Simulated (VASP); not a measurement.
# Ru: single point with PBE

The system is Ru.

```
Ru
1.0
     0.06668    2.00986    2.00986
     2.00986    0.06668    2.00986
     2.00986    2.00986    0.06668
Ru
1
Direct
  0.00000 0.00000 0.00000
```

```
Program             : VASP 6.6.1
Task                : single point
Functional          : PBE
Potentials or basis : VASP PAW PBE potentials, release 64 (Ru_pv)
Cutoff              : 520 eV
k mesh              : 20 × 20 × 20
Occupations         : gaussian, width 0.15 eV
Spin                : no spin polarisation
```

The pressure is -24.9 GPa and the band gap on the k mesh is zero (band 7 reaches 12.37 eV, above the bottom of band 8 at 9.56 eV).

Stress tensor (GPa, compression positive):
```
-24.93  -5.30  -5.30
 -5.30 -24.93  -5.30
 -5.30  -5.30 -24.93
```

Levels at points of the mesh, in eV from the Fermi level:
```
           k point  band 5  band 6  band 7  band 8  band 9  band 10
(0.00, 0.00, 0.00)   -2.54   -1.97   -1.97   -0.09   -0.09    10.71
(0.50, 0.00, 0.00)   -2.59   -1.92    1.14    1.20    1.64     8.83
(0.50, 0.50, 0.00)   -4.92    1.29    1.79    1.89    3.32    10.70
(0.50, 0.50, 0.50)   -2.15   -2.15    0.51    1.30    1.30     7.87
```

It took 81 s on 1 thread of Intel(R) Xeon(R) Platinum 8488C (Sapphire Rapids), with other jobs on the host, peak memory 0.26 GiB.
